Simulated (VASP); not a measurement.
# Ni (Fm-3m) in VASP: notebook

Ni is run at these levels: LDA; tasks: single point, relaxation of cell and atoms.

Program: VASP 6.6.1. These are calculated values, not measurements. Logs are shortened: lines on timing, memory, paths and dates and some standing lists are left out, and cuts for length are marked.

## Step 1: The cell of the first run

The structure is cubic, space group Fm-3m (No. 225). The conventional cell has a = 3.423 Å, b = 3.423 Å, c = 3.423 Å, α = 90.00°, β = 90.00°, γ = 90.00°. Within 3.2 Å of Ni (site symmetry m-3m) lie 12 Ni at 2.42 Å.

## Step 2: Single point, LDA, collinear spin, ferromagnetic start

File INCAR:

```
SYSTEM = Ni
ALGO = Normal ; EDIFF = 1E-6
ENCUT = 520 ; GGA = CA
ISIF = 2 ; ISMEAR = 1
ISPIN = 2 ; LASPH = .True.
LCHARG = .False. ; LMAXMIX = 4
LORBIT = 11 ; LREAL = .False.
LWAVE = .False. ; MAGMOM = 0.7
NBANDS = 15 ; NELM = 150
PREC = Accurate ; SIGMA = 0.1
```

File KPOINTS:

```
k-points
0
Gamma
  24 24 24
  0 0 0
```

File POSCAR:

```
Ni
1.0
    0.0000000000      1.7112742081      1.7112742081
    1.7112742081      0.0000000000      1.7112742081
    1.7112742081      1.7112742081      0.0000000000
Ni
1
Direct
    0.0000000000      0.0000000000      0.0000000000
```

Potentials or basis: VASP PAW LDA potentials, release 64 (Ni).

Started as:

```
cat potpaw_LDA.64/Ni/POTCAR > POTCAR
mpirun -np 1 vasp_std > vasp.out
```

OUTCAR:

```text
SYSTEM = Ni
   EDIFF = 1E-6
   ENCUT = 520
   GGA = CA
   ISIF = 2
   ISMEAR = 1
   ISPIN = 2
   LASPH = .True.
   LORBIT = 11
   LREAL = .False.
   NELM = 150
   PREC = Accurate

 ion  position               nearest neighbor table
   1  0.000  0.000  0.000-

  LATTYP: Found a face centered cubic cell.
 ALAT       =     3.4225484162

  Lattice vectors:

 A1 = (   0.0000000000,   1.7112742081,   1.7112742081)
 A2 = (   1.7112742081,   0.0000000000,   1.7112742081)
 A3 = (   1.7112742081,   1.7112742081,   0.0000000000)

Analysis of symmetry for initial positions (statically):
=====================================================================
 Subroutine PRICEL returns:
 Original cell was already a primitive cell.

 Routine SETGRP: Setting up the symmetry group for a
 face centered cubic supercell.

 Subroutine GETGRP returns: Found 48 space group operations
 (whereof 48 operations were pure point group operations)
 out of a pool of 48 trial point group operations.

The static configuration has the point symmetry O_h .

Analysis of symmetry for dynamics (positions and initial velocities):
=====================================================================
 Subroutine PRICEL returns:
 Original cell was already a primitive cell.

 Routine SETGRP: Setting up the symmetry group for a
 face centered cubic supercell.

 Subroutine GETGRP returns: Found 48 space group operations
 (whereof 48 operations were pure point group operations)
 out of a pool of 48 trial point group operations.

The dynamic configuration has the point symmetry O_h .

Analysis of structural, dynamic, and magnetic symmetry:
=====================================================================
 Subroutine PRICEL returns:
 Original cell was already a primitive cell.

 Routine SETGRP: Setting up the symmetry group for a
 face centered cubic supercell.

 Subroutine GETGRP returns: Found 48 space group operations
 (whereof 48 operations were pure point group operations)
 out of a pool of 48 trial point group operations.

The overall configuration has the point symmetry O_h .

 Subroutine INISYM returns: Found 48 space group operations
 (whereof 48 operations are pure point group operations),
 and found     1 'primitive' translations

----------------------------------------------------------------------------------------

                                     Primitive cell

  volume of cell :      10.0228

  direct lattice vectors                    reciprocal lattice vectors
     0.000000000  1.711274208  1.711274208    -0.292179943  0.292179943  0.292179943
     1.711274208  0.000000000  1.711274208     0.292179943 -0.292179943  0.292179943
     1.711274208  1.711274208  0.000000000     0.292179943  0.292179943 -0.292179943

  length of vectors
     2.420107194  2.420107194  2.420107194     0.506070506  0.506070506  0.506070506

  position of ions in fractional coordinates (direct lattice)
     0.000000000  0.000000000  0.000000000

  ion indices of the primitive-cell ions
   primitive index   ion index
                 1           1

----------------------------------------------------------------------------------------

 KPOINTS: k-points

Automatic generation of k-mesh.
 Grid dimensions read from file:
 generate k-points for:   24   24   24

 Generating k-lattice:

  Cartesian coordinates                     Fractional coordinates (reciprocal lattice)
    -0.012174164  0.012174164  0.012174164     0.041666667  0.000000000  0.000000000
     0.012174164 -0.012174164  0.012174164     0.000000000  0.041666667  0.000000000
     0.012174164  0.012174164 -0.012174164     0.000000000  0.000000000  0.041666667

  Length of vectors
     0.021086271  0.021086271  0.021086271

  Shift w.r.t. Gamma in fractional coordinates (k-lattice)
     0.000000000  0.000000000  0.000000000

 Subroutine IBZKPT returns following result:
 ===========================================

 Found    413 irreducible k-points:

 Following reciprocal coordinates:
            Coordinates               Weight
  0.000000  0.000000  0.000000      1.000000
  0.041667  0.000000  0.000000      8.000000
  0.083333  0.000000  0.000000      8.000000
  0.125000  0.000000  0.000000      8.000000
  0.166667  0.000000  0.000000      8.000000
  0.208333  0.000000  0.000000      8.000000
[... 16 lines left out ...]
  0.416667  0.041667  0.000000     24.000000
  0.458333  0.041667  0.000000     24.000000
 [... further k-points ...]
   k-points           NKPTS =    413   k-points in BZ     NKDIM =    413   number of bands    NBANDS=     15
   number of dos      NEDOS =    301   number of ions     NIONS =      1
   total plane-waves  NPLWV =   5832
   dimension x,y,z NGX =    18 NGY =   18 NGZ =   18
   dimension x,y,z NGXF=    36 NGYF=   36 NGZF=   36
   ions per type =               1
   NGX,Y,Z   is equivalent  to a cutoff of  12.36, 12.36, 12.36 a.u.
   NGXF,Y,Z  is equivalent  to a cutoff of  24.73, 24.73, 24.73 a.u.
 SYSTEM =  Ni
   PREC   = accura    normal or accurate (medium, high low for compatibility)
   ISTART =      0    job   : 0-new  1-cont  2-samecut
   ICHARG =      2    charge: 1-file 2-atom 10-const
   ISPIN  =      2    spin polarized calculation?
   LNONCOLLINEAR =      F non collinear calculations
   LSORBIT =      F    spin-orbit coupling
   LASPH  =      T    aspherical Exc in radial PAW
   ENCUT  =  520.0 eV  38.22 Ry    6.18 a.u.   4.50  4.50  4.50*2*pi/ulx,y,z
   NELM   =    150;   NELMIN=  2; NELMDL= -5     # of ELM steps
   EDIFF  = 0.1E-05   stopping-criterion for ELM
   LREAL  =      F    real-space projection
   EDIFFG = 0.1E-04   stopping-criterion for IOM
   NSW    =      0    number of steps for IOM
   IBRION =     -1    ionic relax: 0-MD 1-quasi-New 2-CG
   NFREE  =      0    steps in history (QN), initial steepest desc. (CG)
   ISIF   =      2    stress and relaxation
   ISYM   =      2    0-nonsym 1-usesym 2-fastsym
   POTIM  = 0.5000    time-step for ionic-motion
   TEBEG  =    0.0;   TEEND  =   0.0 temperature during run
   PSTRESS=    0.0 pullay stress
   NELECT =      10.0000    total number of electrons
   NUPDOWN=      -1.0000    fix difference up-down
   EMIN   =  10.00;   EMAX   =-10.00  energy-range for DOS
   EFERMI =   0.00;   METHOD = LEGACY
   ISMEAR =     1;   SIGMA  =   0.10  broadening in eV -4-tet -1-fermi 0-gaus
   EFERMI_NEDOS =   21; number of points for ismear=-14 and -15
   IALGO  =     38    algorithm
   IMIX   =      4    mixing-type and parameters
     AMIX     =   0.40;   BMIX     =  1.00
     AMIX_MAG =   1.60;   BMIX_MAG =  1.00
  volume/ion in A,a.u.               =      10.02        67.64
  Fermi-wavevector in a.u.,A,eV,Ry     =   1.635857  3.091321 36.409555  2.676027
  Thomas-Fermi vector in A             =   2.727260
   LORBIT       =     11    0 simple, 1 ext, 2 COOP (PROOUT), +10 PAW based schemes
   GGA     = CA    functional components
   LHFCALC =     F    Hartree Fock is set to
   AEXX    =    0.0000 exact exchange contribution
   IVDW    =     0    specifies the selected vdW correction
   LEPSILON=     F    determine dielectric tensor
   LRPA    =     F    only Hartree local field effects (RPA)
 spin polarized calculation
 Methfessel and Paxton  Order N= 1 SIGMA  =   0.10
  energy-cutoff  :      520.00
  volume of cell :       10.02
 maximum number of plane-waves:       290
 NGX is ok and might be reduce to    18
   NGX =  9   NGY =  9   NGZ =  9

 number of electron      10.0000000 magnetization       0.7000000

 number of electron       9.9999991 magnetization       0.5486471

 Free energy of the ion-electron system (eV)
  ---------------------------------------------------
  ext. energy  EPLUGINS =         0.00000000
  ---------------------------------------------------
  free energy    TOTEN  =        -6.57929596 eV

  energy without entropy =       -6.57967641  energy(sigma->0) =       -6.57942278

 E-fermi :  10.2513     XC(G=0): -14.1052

 val. band max:       10.2504839272   @ k =  -0.4167   0.2083   0.0000
 cond. band min:      10.2544396984   @ k =  -0.4167   0.0417   0.0000
 fundamental gap:      0.0039557712
 Fermi energy:        10.2512784682

 spin component 1

 k-point     1 :       0.0000    0.0000    0.0000
  band No.  band energies     occupation
      1       0.6837      1.00000
      2       7.7042      1.00000
      3       7.7042      1.00000
      4       7.7042      1.00000
      5       9.0067      1.00000
      6       9.0067      1.00000
      7      34.7140      0.00000
      8      39.1302      0.00000
      9      39.1302      0.00000
     10      39.1302      0.00000
     11      42.4035      0.00000
     12      42.4035      0.00000
     13      42.4035      0.00000
     14      45.3564      0.00000
[... 401 lines left out ...]
      2       7.6789      1.00000
      3       7.7477      1.00000
      4       8.9562      1.00000
      5       9.7746      1.00000
      6      10.1614      1.01120
      7      17.3729      0.00000
      8      33.0314      0.00000
      9      35.3267      0.00000
     10      36.0832      0.00000
     11      39.8542      0.00000
     12      40.4009      0.00000
     13      46.3060      0.00000
     14      55.3236      0.00000
     15      56.8413      0.00000

 [... further k-points ...]

 spin component 2

 k-point     1 :       0.0000    0.0000    0.0000
  band No.  band energies     occupation
      1       0.7232      1.00000
      2       8.2715      1.00000
      3       8.2715      1.00000
      4       8.2715      1.00000
      5       9.5195      1.00000
      6       9.5195      1.00000
      7      34.7012      0.00000
      8      39.1693      0.00000
      9      39.1693      0.00000
     10      39.1693      0.00000
     11      42.5606      0.00000
     12      42.5606      0.00000
     13      42.5606      0.00000
     14      45.3369      0.00000
[... 401 lines left out ...]
      2       8.1765      1.00000
      3       8.2545      1.00000
      4       9.1990      1.00000
      5      10.3723     -0.03543
      6      10.6088     -0.00000
      7      17.6903      0.00000
      8      33.0251      0.00000
      9      35.4411      0.00000
     10      36.1947      0.00000
     11      39.9621      0.00000
     12      40.5114      0.00000
     13      46.4791      0.00000
     14      55.9705      0.00000
     15      57.5389      0.00000

 [... further k-points ...]

------------------------ aborting loop because EDIFF is reached ----------------------------------------

  FORCE on cell =-STRESS in cart. coord.  units (eV):
  Direction    XX          YY          ZZ          XY          YZ          ZX
  --------------------------------------------------------------------------------------
  -------------------------------------------------------------------------------------
  Total       -0.0147296     -0.0147296     -0.0147296      0.0000000      0.0000000     -0.0000000
  in kB       -2.3545803     -2.3545803     -2.3545803      0.0000000      0.0000000     -0.0000000
  external PRESSURE =      -2.3545803 kB  Pullay stress =       0.0000000 kB

 VOLUME and BASIS-vectors are now :
 -----------------------------------------------------------------------------
  energy-cutoff  :      520.00
  volume of cell :       10.02
      direct lattice vectors                 reciprocal lattice vectors
     0.000000000  1.711274208  1.711274208    -0.292179943  0.292179943  0.292179943
     1.711274208  0.000000000  1.711274208     0.292179943 -0.292179943  0.292179943
     1.711274208  1.711274208  0.000000000     0.292179943  0.292179943 -0.292179943

 POSITION                                       TOTAL-FORCE (eV/Angst)
 -----------------------------------------------------------------------------------
      0.00000      0.00000      0.00000         0.000000      0.000000      0.000000
 -----------------------------------------------------------------------------------
    total drift:                                0.000000     -0.000000     -0.000000

  FREE ENERGIE OF THE ION-ELECTRON SYSTEM (eV)
  ---------------------------------------------------
  free  energy   TOTEN  =        -6.5792959591 eV

  energy  without entropy=       -6.5796764076  energy(sigma->0) =       -6.57942278

 total charge

# of ion       s       p       d       tot
------------------------------------------
    1        0.535   0.572   8.371   9.478

 magnetization (x)

# of ion       s       p       d       tot
------------------------------------------
    1       -0.006  -0.019   0.573   0.549
```

Wall time 3.1 min (1 thread of Intel Xeon 8259CL, shared host); peak memory 0.2 GiB.

What came out:

| Item | Value |
| --- | --- |
| Free energy | -6.5793 eV |
| Pressure | -0.2 GPa |
| Net moment | 0.55 μB per cell |
| Site moments | Ni +0.55 μB |
| Valence electrons inside the program's atomic spheres | Ni 9.48 |

Levels at points of the mesh, in eV from the Fermi level:
Spin up:
| k point | band 2 | band 3 | band 4 | band 5 | band 6 | band 7 | band 8 | band 9 |
| --- | --- | --- | --- | --- | --- | --- | --- | --- |
| (0.00, 0.00, 0.00) | -2.55 | -2.55 | -2.55 | -1.24 | -1.24 | 24.46 | 28.88 | 28.88 |
| (0.50, 0.00, 0.00) | -2.56 | -2.56 | -0.46 | -0.46 | -0.41 | 6.34 | 22.94 | 26.02 |
| (0.50, 0.50, 0.00) | -4.57 | -0.43 | -0.29 | -0.29 | 2.51 | 10.05 | 15.55 | 15.55 |
Spin down:
```
           k point  band 3  band 4  band 5  band 6  band 7  band 8
(0.00, 0.00, 0.00)   -1.98   -1.98   -0.73   -0.73   24.45   28.92
(0.50, 0.00, 0.00)   -2.05   -0.38    0.14    0.14    6.70   22.92
(0.50, 0.50, 0.00)    0.11    0.37    0.37    2.55   10.31   15.62
```

## Step 3: Relaxation of cell and atoms, LDA, collinear spin, ferromagnetic start

This run uses another cell than the first one, of 10.94 Å³/atom.

File INCAR:

```
ALGO = Fast
EDIFF = 1E-6
EDIFFG = -0.01
ENCUT = 600
GGA = CA
IBRION = 2
ISIF = 3
ISMEAR = 1
ISPIN = 2
LASPH = True
LCHARG = False
LMAXMIX = 4
LORBIT = 11
LREAL = False
LWAVE = False
MAGMOM = 0.7
NELM = 150
NSW = 80
PREC = Accurate
SIGMA = 0.1
```

File KPOINTS:

```
k-points
0
Gamma
  24 24 24
```

File POSCAR:

```
Ni
1.0
    0.0000000000      1.7619350000      1.7619350000
    1.7619350000      0.0000000000      1.7619350000
    1.7619350000      1.7619350000      0.0000000000
Ni
1
Direct
    0.0000000000      0.0000000000      0.0000000000
```

Potentials or basis: VASP PAW LDA potentials, release 64 (Ni).

Started as:

```
cat potpaw_LDA.64/Ni/POTCAR > POTCAR
mpirun -np 1 vasp_std > vasp.out
```

Wall time 10 min (1 thread of Intel Xeon 8259CL, shared host); peak memory 0.22 GiB.

The run converged. Its results:

```yaml
Free_energy: -6.5798 eV
Relaxed_volume: 10.01 Å³/atom
Relaxed_cell: a = 2.419 Å, b = 2.419 Å, c = 2.419 Å, α = 60.00°, β = 60.00°, γ = 60.00°
Space_group_after_relaxing_to_0.1_Å: Fm-3m (No. 225)
Energy_gained_by_relaxing: 57.1 meV/atom
Ionic_steps: 8
Pressure_after_relaxing: -0.1 GPa
Net_moment: 0.55 μB per cell
Site_moments: Ni +0.55 μB
Valence_electrons_inside_the_program's_atomic_spheres: Ni 9.48
```

The path:
| step | energy change (eV) | largest force (eV/Å) | pressure (GPa) | volume (Å³) |
| --- | --- | --- | --- | --- |
| 1 | 0.0000 | 0.0000 | -18.08 | 10.94 |
| 2 | 0.0223 | 0.0000 | 31.47 | 9.10 |
| 3 | -0.0571 | 0.0000 | -0.43 | 10.02 |
| 4 | -0.0571 | 0.0000 | 0.54 | 10.00 |
| 5 | -0.0570 | 0.0000 | -0.91 | 10.05 |
| 6 | -0.0571 | 0.0000 | -0.45 | 10.01 |
| 7 | -0.0571 | 0.0000 | 0.23 | 10.01 |
| 8 | -0.0571 | 0.0000 | -0.09 | 10.01 |

Final structure:
```yaml
crystal:
  lattice:
    - [0.00000, 1.71057, 1.71057]
    - [1.71057, 0.00000, 1.71057]
    - [1.71057, 1.71057, 0.00000]
  atoms:
    - { symbol: Ni, position: [0.00000, 0.00000, 0.00000] }
```

Levels at points of the mesh, in eV from the Fermi level:
Spin up:
```tsv
k point	band 3	band 4	band 5	band 6	band 7	band 8
(0.00, 0.00, 0.00)	-2.55	-2.55	-1.25	-1.25	24.47	28.90
(0.50, 0.00, 0.00)	-2.56	-0.46	-0.46	-0.41	6.35	22.95
(0.50, 0.50, 0.00)	-0.43	-0.29	-0.29	2.51	10.06	15.56
```
Spin down:
| k point | band 1 | band 2 | band 3 | band 4 | band 5 | band 6 | band 7 | band 8 | band 9 |
| --- | --- | --- | --- | --- | --- | --- | --- | --- | --- |
| (0.00, 0.00, 0.00) | -9.54 | -1.98 | -1.98 | -1.98 | -0.73 | -0.73 | 24.46 | 28.94 | 28.94 |
| (0.50, 0.00, 0.00) | -4.91 | -2.06 | -2.06 | -0.38 | 0.14 | 0.14 | 6.71 | 22.93 | 26.15 |
| (0.50, 0.50, 0.00) | -4.80 | -4.11 | 0.11 | 0.37 | 0.37 | 2.56 | 10.32 | 15.63 | 15.63 |
